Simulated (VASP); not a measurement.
Ni3Pt, 4 atoms in the cell. The structure is cubic, space group Pm-3m (No. 221). Conventional cell: a = 3.625 Å, b = 3.625 Å, c = 3.625 Å, α = 90.00°, β = 90.00°, γ = 90.00°. Ni (site symmetry 4/mmm) has 8 Ni at 2.56 Å and 4 Pt at 2.56 Å within 3.4 Å. Pt (site symmetry m-3m) has 12 Ni at 2.56 Å within 3.4 Å. 

```yaml
Program: VASP 6.6.1
Task: single point
Functional: PBEsol
Dispersion: D3(BJ)
Potentials_or_basis: VASP PAW PBE potentials, release 64 (Ni, Pt)
Cutoff: 520 eV
k_mesh: 6 × 6 × 6
Occupations: fermi-dirac, width 0.1 eV
Spin: collinear spin, ferromagnetic start
Starting_moments: "[2.0, 2.0, 2.0, 0.0] μB"
Dipole_correction: no
Further_INCAR_settings: ALGO = Normal; EDIFF = 1e-07; NBANDS = 32
```

Potentials or basis: VASP PAW PBE potentials, release 64 (Ni, Pt).

Launch:

```sh
$ cat potpaw_PBE.64/Ni/POTCAR potpaw_PBE.64/Pt/POTCAR > POTCAR
$ mpirun -np 1 vasp_std > vasp.out
```

Hardware: 1 thread of Intel(R) Xeon(R) 6975P-C (Granite Rapids) (shared host).

Task: How long does it take, and how much memory?

Result: Wall time 36 s on 1 thread of Intel(R) Xeon(R) 6975P-C (Granite Rapids), on a shared host, peak memory 0.21 GiB. Counts: scf iterations 16, k points 20.
